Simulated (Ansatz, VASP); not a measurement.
# RbCaBr3 in VASP and in Ansatz

Contents of INCAR:

```
PREC     = Accurate       # precision mode
ENCUT    = 520            # plane-wave cutoff, eV
EDIFF    = 1E-7           # SCF threshold, eV
ISMEAR   = 0              # smearing method
SIGMA    = 0.05           # smearing width, eV
LREAL    = F              # projectors in reciprocal space
LASPH    = T              # aspherical terms in the spheres
NELM     = 100            # most SCF steps
ALGO     = Normal         # electronic algorithm
ISIF     = 2              # what is computed and relaxed
LWAVE    = F              # write WAVECAR
LCHARG   = F              # write CHGCAR
NBANDS   = 28             # bands
```

KPOINTS

```
regular mesh
0
Gamma
  4 4 4
```

POSCAR

```
RbCaBr3
1.0
    5.6506396500      0.0000000000      0.0000000000
    0.0000000000      5.6506396500      0.0000000000
    0.0000000000      0.0000000000      5.5645893000
Rb Ca Br
1 1 3
Direct
    0.5000000000      0.5000000000      0.5000000000
    0.0000000000      0.0000000000      0.0000000000
    0.5000000000      0.0000000000      0.0000000000
    0.0000000000      0.5000000000      0.0000000000
    0.0000000000      0.0000000000      0.5000000000
```

Input for Ansatz:

```yaml
crystal:
  lattice:
    - [5.65063965, 0.0, 0.0]
    - [0.0, 5.65063965, 0.0]
    - [0.0, 0.0, 5.5645893]
  atoms:
    - { symbol: Rb, position: [0.5, 0.5, 0.5] }
    - { symbol: Ca, position: [0.0, 0.0, 0.0] }
    - { symbol: Br, position: [0.5, 0.0, 0.0] }
    - { symbol: Br, position: [0.0, 0.5, 0.0] }
    - { symbol: Br, position: [0.0, 0.0, 0.5] }
basis:
  ecutwfc: 420
kpoints:
  mp_grid: { grid: [4, 4, 4] }
hamiltonian:
  xc: lda
scf:
  occupations: { method: gaussian, width: 0.05 }
output:
  forces: true
  stress: true
  eigenvalues: true
```

Change from the starting cell: strain -0.015 along x and y, -0.030 along z, atoms carried along.

Alike in both runs: task single point; functional LDA; k mesh 4 × 4 × 4; occupations gaussian, width 0.05 eV; no spin polarisation.

|  | VASP | Ansatz |
| --- | --- | --- |
| version | VASP 6.6.1 | Ansatz 0.2.0 |
| potentials or method | VASP PAW LDA potentials, release 64 (Rb_sv, Ca_sv, Br), cutoff 520 eV | scalar-relativistic, plane waves, PAW |
| valence electrons in the cell | 40 | 40 |

VASP gave:

```
gap on the k mesh at the Fermi level (eV)                     : 3.79
least direct gap on the mesh (eV)                             : 4.09
pressure (GPa)                                                : -1.3
traceless stress, the component that is largest in VASP (GPa) : 0.42
```

Task: Estimate Ansatz's values.

Result: gap on the k mesh at the Fermi level (eV): 3.78; least direct gap on the mesh (eV): 4.08; pressure (GPa): -1.4; traceless stress, the component that is largest in VASP (GPa): 0.42.

LDA's correlation is that of Perdew and Zunger in VASP and of Perdew and Wang (1992) in Ansatz.
